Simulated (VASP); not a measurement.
Input of a VASP 6.6.1 run:

INCAR

```
ALGO = Normal ; EDIFF = 1E-7
ENCUT = 520 ; GGA = PS
ISIF = 2 ; ISMEAR = 0
ISYM = 0 ; LASPH = True
LCHARG = False ; LREAL = Auto
LWAVE = False ; NBANDS = 66
NELM = 80 ; PREC = Accurate
SIGMA = 0.1
```

KPOINTS

```
Automatic mesh
0
Gamma
  2 2 2
  0.5 0.5 0.5
```

The input POSCAR:

```
Al8B4P9N3
1.0
   -5.1020830574     -4.8017764662      0.1429790750
   -0.0711315997      4.7299289909      4.9590173436
   -4.8719719597      4.7146444435     -4.8726011966
B N Al P
4 3 8 9
Direct
    0.5618541447      1.0439290376      0.0056437758
    0.6641639174      0.3245214439      0.3617004224
    0.5195292997      0.4975514132      1.0136582576
    0.8855455343      0.4014292621      0.0133500735
    0.8076248164      0.1789775305      0.9343350629
    0.6632607187      0.3299150629      0.5546141179
    0.0039885573      0.0026162920      0.2270076106
   -0.0107640821      0.0177411254      1.0005438555
    0.8015740078      0.1935095981      0.6953562741
    0.3783085211      0.1906956236      0.6458131342
    0.1502754817      0.2928839138      0.3177474632
    0.8130127839      0.6195931277      0.6422241449
    0.3337981299      0.6778200764      0.6903441055
    0.7189538312      0.8571782382      0.3155827269
    0.1577404915      0.8396162816      0.2797318038
    0.3768808023      0.1882323707      0.9264186172
    0.1462064193      0.3309655695      0.5957099687
    0.5200045329      0.4846906853      0.2538350811
   -0.0532289394      0.4618486394      0.2391699569
    0.3832008858      0.7051229121      0.9677731023
    0.8177316895      0.6216357630      0.9228766763
    0.6718134157      0.8492857276      0.5893918041
    0.1607140428      0.8381189550      0.5603791158
    0.5297484499      0.0411055174      0.2418256206
```

Potentials or basis: VASP PAW PBE potentials, release 64 (B, N, Al, P).

The run is started by

```console
$ cat potpaw_PBE.64/B/POTCAR potpaw_PBE.64/N/POTCAR potpaw_PBE.64/Al/POTCAR potpaw_PBE.64/P/POTCAR > POTCAR
$ mpirun -np 1 vasp_std > vasp.out
```

(1) What does it give for the pressure?

(2) Predict the band gap on the k mesh.

(3) Predict the largest force.

## Answers

(1) 0.1 GPa.

(2) 1.04 eV (least direct gap 1.30 eV).

(3) 0.040 eV/Å.

Caveat: the PAW data sets were made with another functional, which shifts forces and pressure a little; a shifted mesh leaves out Γ, where band edges can lie.
